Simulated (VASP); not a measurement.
# Gd (Pm-3m) in VASP: relaxation of cell and atoms with PBEsol

Aim: the relaxation of cell and atoms of Gd with PBEsol.

Everything below comes from runs of VASP 6.6.1. Logs are shortened: lines on timing, memory, paths and dates and some standing lists are left out, and cuts for length are marked.

## (1) The cell of the first run

It takes space group Pm-3m (No. 221, cubic). Conventional cell: a = 3.310 Å, b = 3.310 Å, c = 3.310 Å, α = 90.00°, β = 90.00°, γ = 90.00°. Gd (site symmetry m-3m) has 6 Gd at 3.31 Å within 4.4 Å.

This isn't the form of Gd at room conditions, which is hcp.

## (2) Relaxation of cell and atoms, PBEsol, collinear spin, ferromagnetic start

INCAR

```
ALGO = Normal
EDIFF = 1E-7
EDIFFG = -0.02
ENCUT = 600
GGA = PS
GGA_COMPAT = F
IBRION = 2
ISIF = 3
ISMEAR = -1
ISPIN = 2
LASPH = T
LCHARG = F
LMAXMIX = 6
LORBIT = 11
LREAL = F
LWAVE = F
MAGMOM = 7
NELM = 200
NELMIN = 4
NSW = 80
PREC = Accurate
SIGMA = 0.05
```

KPOINTS

```
k-points
0
Gamma
  14 14 14
```

POSCAR

```
Gd
1.0
    3.3100000000      0.0000000000      0.0000000000
    0.0000000000      3.3100000000      0.0000000000
    0.0000000000      0.0000000000      3.3100000000
Gd
1
Direct
    0.0000000000      0.0000000000      0.0000000000
```

Potentials or basis: VASP PAW PBE potentials, release 64 (Gd).

The run is started by

```sh
$ cat potpaw_PBE.64/Gd/POTCAR > POTCAR
$ mpirun -np 1 vasp_std > vasp.out
```

OUTCAR:

```text
EDIFF = 1E-7
   EDIFFG = -0.02
   ENCUT = 600
   GGA = PS
   IBRION = 2
   ISIF = 3
   ISMEAR = -1
   ISPIN = 2
   LASPH = T
   LORBIT = 11
   LREAL = F
   NELM = 200
   NELMIN = 4
   NSW = 80
   PREC = Accurate

 ion  position               nearest neighbor table
   1  0.000  0.000  0.000-

  LATTYP: Found a simple cubic cell.
 ALAT       =     3.3100000000

  Lattice vectors:

 A1 = (   3.3100000000,   0.0000000000,   0.0000000000)
 A2 = (   0.0000000000,   3.3100000000,   0.0000000000)
 A3 = (   0.0000000000,   0.0000000000,   3.3100000000)

Analysis of symmetry for initial positions (statically):
=====================================================================
 Subroutine PRICEL returns:
 Original cell was already a primitive cell.

 Routine SETGRP: Setting up the symmetry group for a
 simple cubic supercell.

 Subroutine GETGRP returns: Found 48 space group operations
 (whereof 48 operations were pure point group operations)
 out of a pool of 48 trial point group operations.

The static configuration has the point symmetry O_h .

Analysis of symmetry for dynamics (positions and initial velocities):
=====================================================================
 Subroutine PRICEL returns:
 Original cell was already a primitive cell.

 Routine SETGRP: Setting up the symmetry group for a
 simple cubic supercell.

 Subroutine GETGRP returns: Found 48 space group operations
 (whereof 48 operations were pure point group operations)
 out of a pool of 48 trial point group operations.

The dynamic configuration has the point symmetry O_h .

Analysis of structural, dynamic, and magnetic symmetry:
=====================================================================
 Subroutine PRICEL returns:
 Original cell was already a primitive cell.

 Routine SETGRP: Setting up the symmetry group for a
 simple cubic supercell.

 Subroutine GETGRP returns: Found 48 space group operations
 (whereof 48 operations were pure point group operations)
 out of a pool of 48 trial point group operations.

The overall configuration has the point symmetry O_h .

 Subroutine INISYM returns: Found 48 space group operations
 (whereof 48 operations are pure point group operations),
 and found     1 'primitive' translations

----------------------------------------------------------------------------------------

                                     Primitive cell

  volume of cell :      36.2647

  direct lattice vectors                    reciprocal lattice vectors
     3.310000000  0.000000000  0.000000000     0.302114804  0.000000000  0.000000000
     0.000000000  3.310000000  0.000000000     0.000000000  0.302114804  0.000000000
     0.000000000  0.000000000  3.310000000     0.000000000  0.000000000  0.302114804

  length of vectors
     3.310000000  3.310000000  3.310000000     0.302114804  0.302114804  0.302114804

  position of ions in fractional coordinates (direct lattice)
     0.000000000  0.000000000  0.000000000

  ion indices of the primitive-cell ions
   primitive index   ion index
                 1           1

----------------------------------------------------------------------------------------

 KPOINTS: k-points

Automatic generation of k-mesh.
 Grid dimensions read from file:
 generate k-points for:   14   14   14

 Generating k-lattice:

  Cartesian coordinates                     Fractional coordinates (reciprocal lattice)
     0.021579629  0.000000000  0.000000000     0.071428571  0.000000000  0.000000000
     0.000000000  0.021579629  0.000000000     0.000000000  0.071428571  0.000000000
     0.000000000  0.000000000  0.021579629     0.000000000  0.000000000  0.071428571

  Length of vectors
     0.021579629  0.021579629  0.021579629

  Shift w.r.t. Gamma in fractional coordinates (k-lattice)
     0.000000000  0.000000000  0.000000000

 Subroutine IBZKPT returns following result:
 ===========================================

 Found    120 irreducible k-points:

 Following reciprocal coordinates:
            Coordinates               Weight
  0.000000  0.000000  0.000000      1.000000
  0.071429  0.000000  0.000000      6.000000
  0.142857  0.000000  0.000000      6.000000
  0.214286  0.000000  0.000000      6.000000
  0.285714  0.000000  0.000000      6.000000
  0.357143  0.000000  0.000000      6.000000
[... 16 lines left out ...]
  0.285714  0.214286  0.000000     24.000000
  0.357143  0.214286  0.000000     24.000000
 [... further k-points ...]
   k-points           NKPTS =    120   k-points in BZ     NKDIM =    120   number of bands    NBANDS=     17
   number of dos      NEDOS =    301   number of ions     NIONS =      1
   total plane-waves  NPLWV =  21952
   dimension x,y,z NGX =    28 NGY =   28 NGZ =   28
   dimension x,y,z NGXF=    56 NGYF=   56 NGZF=   56
   ions per type =               1
   NGX,Y,Z   is equivalent  to a cutoff of  14.06, 14.06, 14.06 a.u.
   NGXF,Y,Z  is equivalent  to a cutoff of  28.13, 28.13, 28.13 a.u.
 SYSTEM =  unknown system
   PREC   = accura    normal or accurate (medium, high low for compatibility)
   ISTART =      0    job   : 0-new  1-cont  2-samecut
   ICHARG =      2    charge: 1-file 2-atom 10-const
   ISPIN  =      2    spin polarized calculation?
   LNONCOLLINEAR =      F non collinear calculations
   LSORBIT =      F    spin-orbit coupling
   LASPH  =      T    aspherical Exc in radial PAW
   ENCUT  =  600.0 eV  44.10 Ry    6.64 a.u.   6.61  6.61  6.61*2*pi/ulx,y,z
   NELM   =    200;   NELMIN=  4; NELMDL= -5     # of ELM steps
   EDIFF  = 0.1E-06   stopping-criterion for ELM
   LREAL  =      F    real-space projection
   EDIFFG = -.2E-01   stopping-criterion for IOM
   NSW    =     80    number of steps for IOM
   IBRION =      2    ionic relax: 0-MD 1-quasi-New 2-CG
   NFREE  =      1    steps in history (QN), initial steepest desc. (CG)
   ISIF   =      3    stress and relaxation
   ISYM   =      2    0-nonsym 1-usesym 2-fastsym
   POTIM  = 0.5000    time-step for ionic-motion
   TEBEG  =    0.0;   TEEND  =   0.0 temperature during run
   PSTRESS=    0.0 pullay stress
   NELECT =      18.0000    total number of electrons
   NUPDOWN=      -1.0000    fix difference up-down
   EMIN   =  10.00;   EMAX   =-10.00  energy-range for DOS
   EFERMI =   0.00;   METHOD = LEGACY
   ISMEAR =    -1;   SIGMA  =   0.05  broadening in eV -4-tet -1-fermi 0-gaus
   EFERMI_NEDOS =   21; number of points for ismear=-14 and -15
   IALGO  =     38    algorithm
   IMIX   =      4    mixing-type and parameters
     AMIX     =   0.40;   BMIX     =  1.00
     AMIX_MAG =   1.60;   BMIX_MAG =  1.00
  volume/ion in A,a.u.               =      36.26       244.73
  Fermi-wavevector in a.u.,A,eV,Ry     =   1.296197  2.449457 22.859510  1.680127
  Thomas-Fermi vector in A             =   2.427669
   LORBIT       =     11    0 simple, 1 ext, 2 COOP (PROOUT), +10 PAW based schemes
   GGA     = PS    functional components
   LHFCALC =     F    Hartree Fock is set to
   AEXX    =    0.0000 exact exchange contribution
   IVDW    =     0    specifies the selected vdW correction
   LEPSILON=     F    determine dielectric tensor
   LRPA    =     F    only Hartree local field effects (RPA)
 conjugate gradient relaxation of ions
 spin polarized calculation
  energy-cutoff  :      600.00
  volume of cell :       36.26
 maximum number of plane-waves:      1231
 NGX is ok and might be reduce to    28
   NGX = 13   NGY = 13   NGZ = 13

--------------------------------------- Ionic step        1  -------------------------------------------

 number of electron      17.9999991 magnetization       7.8914897

 Free energy of the ion-electron system (eV)
  ---------------------------------------------------
  ext. energy  EPLUGINS =         0.00000000
  ---------------------------------------------------
  free energy    TOTEN  =       -11.39844480 eV

  energy without entropy =      -11.37957736  energy(sigma->0) =      -11.38901108

 E-fermi :   2.2573     XC(G=0):  -9.6301

 val. band max:        2.2560007508   @ k =   0.4286   0.1429   0.0714
 cond. band min:       2.2594791211   @ k =   0.5000   0.3571   0.1429
 fundamental gap:      0.0034783703
 Fermi energy:         2.2572576828

 spin component 1

 k-point     1 :       0.0000    0.0000    0.0000
  band No.  band energies     occupation
      1     -43.2176      1.00000
      2     -20.2344      1.00000
      3     -20.2344      1.00000
      4     -20.2344      1.00000
      5      -2.6999      1.00000
      6      -2.6999      1.00000
[... 9 lines left out ...]
     16       7.4895      0.00000
     17       7.4895      0.00000

 k-point     2 :       0.0714    0.0000    0.0000
  band No.  band energies     occupation
      1     -43.2146      1.00000
      2     -20.2777      1.00000
      3     -20.2308      1.00000
      4     -20.2308      1.00000
      5      -2.7028      1.00000
      6      -2.6976      1.00000
[... 9 lines left out ...]
     16       7.2688      0.00000
     17       7.5038      0.00000
[... 972 lines left out ...]
 VOLUME and BASIS-vectors are now :
 -----------------------------------------------------------------------------
  energy-cutoff  :      600.00
  volume of cell :       33.04
      direct lattice vectors                 reciprocal lattice vectors
     3.208990299  0.000000000  0.000000000     0.311624501 -0.000000000 -0.000000000
     0.000000000  3.208990299  0.000000000    -0.000000000  0.311624501 -0.000000000
     0.000000000  0.000000000  3.208990299    -0.000000000  0.000000000  0.311624501

 POSITION                                       TOTAL-FORCE (eV/Angst)
 -----------------------------------------------------------------------------------
      0.00000      0.00000      0.00000         0.000000      0.000000      0.000000
 -----------------------------------------------------------------------------------
    total drift:                                0.000000      0.000000     -0.000000

  FREE ENERGIE OF THE ION-ELECTRON SYSTEM (eV)
  ---------------------------------------------------
  free  energy   TOTEN  =       -11.4353048096 eV

  energy  without entropy=      -11.4195598213  energy(sigma->0) =      -11.42743232

--------------------------------------- Ionic step        3  -------------------------------------------

 number of electron      18.0000004 magnetization       7.8628605

 Free energy of the ion-electron system (eV)
  ---------------------------------------------------
  ext. energy  EPLUGINS =         0.00000000
  ---------------------------------------------------
  free energy    TOTEN  =       -11.43731959 eV

  energy without entropy =      -11.42232446  energy(sigma->0) =      -11.42982202

 E-fermi :   2.8163     XC(G=0): -10.1465

 val. band max:        2.8082615409   @ k =   0.3571   0.2143   0.1429
 cond. band min:       2.8191847088   @ k =   0.5000   0.3571   0.3571
 fundamental gap:      0.0109231678
 Fermi energy:         2.8162817298

 spin component 1

 k-point     1 :       0.0000    0.0000    0.0000
  band No.  band energies     occupation
      1     -42.5788      1.00000
      2     -19.4494      1.00000
      3     -19.4494      1.00000
      4     -19.4494      1.00000
      5      -2.0558      1.00000
      6      -2.0558      1.00000
[... 9 lines left out ...]
     16       8.7123      0.00000
     17       8.7123      0.00000

 k-point     2 :       0.0714    0.0000    0.0000
  band No.  band energies     occupation
      1     -42.5741      1.00000
      2     -19.5114      1.00000
      3     -19.4443      1.00000
      4     -19.4443      1.00000
      5      -2.0600      1.00000
      6      -2.0528      1.00000
[... 9 lines left out ...]
     16       8.4475      0.00000
     17       8.7293      0.00000
[... 937 lines left out ...]
 VOLUME and BASIS-vectors are now :
 -----------------------------------------------------------------------------
  energy-cutoff  :      600.00
  volume of cell :       32.27
      direct lattice vectors                 reciprocal lattice vectors
     3.183723081  0.000000000  0.000000000     0.314097669 -0.000000000 -0.000000000
     0.000000000  3.183723081  0.000000000    -0.000000000  0.314097669 -0.000000000
     0.000000000  0.000000000  3.183723081    -0.000000000  0.000000000  0.314097669

 POSITION                                       TOTAL-FORCE (eV/Angst)
 -----------------------------------------------------------------------------------
      0.00000      0.00000      0.00000        -0.000000     -0.000000      0.000000
 -----------------------------------------------------------------------------------
    total drift:                               -0.000000     -0.000000     -0.000000

  FREE ENERGIE OF THE ION-ELECTRON SYSTEM (eV)
  ---------------------------------------------------
  free  energy   TOTEN  =       -11.4373195870 eV

  energy  without entropy=      -11.4223244626  energy(sigma->0) =      -11.42982202

 reached required accuracy - stopping structural energy minimisation

 total charge

# of ion       s       p       d       f       tot
--------------------------------------------------
    1        2.072   5.523   0.705   6.979  15.279

 magnetization (x)

# of ion       s       p       d       f       tot
--------------------------------------------------
    1        0.026  -0.059   0.387   6.807   7.162
```

It took 8.7 min on 1 thread of AMD EPYC 9R45 (Zen 5), shared host; peak memory 0.27 GiB.

Results:

```
Free energy                                           : -11.4373 eV
Relaxed volume                                        : 32.27 Å³/atom
Relaxed cell                                          : a = 3.184 Å, b = 3.184 Å, c = 3.184 Å, α = 90.00°, β = 90.00°, γ = 90.00°
Space group after relaxing (to 0.1 Å)                 : Pm-3m (No. 221)
Energy gained by relaxing                             : 38.9 meV/atom
Ionic steps                                           : 3
Pressure after relaxing                               : -0.1 GPa
Net moment                                            : 7.86 μB per cell
Site moments                                          : Gd +7.16 μB
Valence electrons inside the program's atomic spheres : Gd 15.28
```

The path:
| step | energy change (eV) | largest force (eV/Å) | pressure (GPa) | volume (Å³) |
| --- | --- | --- | --- | --- |
| 1 | 0.0000 | 0.0000 | -2.79 | 36.26 |
| 2 | -0.0369 | 0.0000 | -0.71 | 33.04 |
| 3 | -0.0389 | 0.0000 | -0.07 | 32.27 |

Final structure:
```cif
data_structure
_symmetry_space_group_name_H-M 'P 1'
_symmetry_Int_Tables_number 1
_cell_length_a 3.1837
_cell_length_b 3.1837
_cell_length_c 3.1837
_cell_angle_alpha 90.000
_cell_angle_beta 90.000
_cell_angle_gamma 90.000
_cell_volume 32.27
loop_
_atom_site_label
_atom_site_type_symbol
_atom_site_fract_x
_atom_site_fract_y
_atom_site_fract_z
_atom_site_occupancy
Gd1 Gd 0.00000 0.00000 0.00000 1
```

Caveat: the PAW data sets were made with another functional, which shifts forces and pressure a little; spin-orbit coupling is left out, which moves the levels of the heavy elements; semilocal functionals describe open f shells poorly, which spoils levels, moments and volumes. The state reached can hang on the start; a lower one may exist.
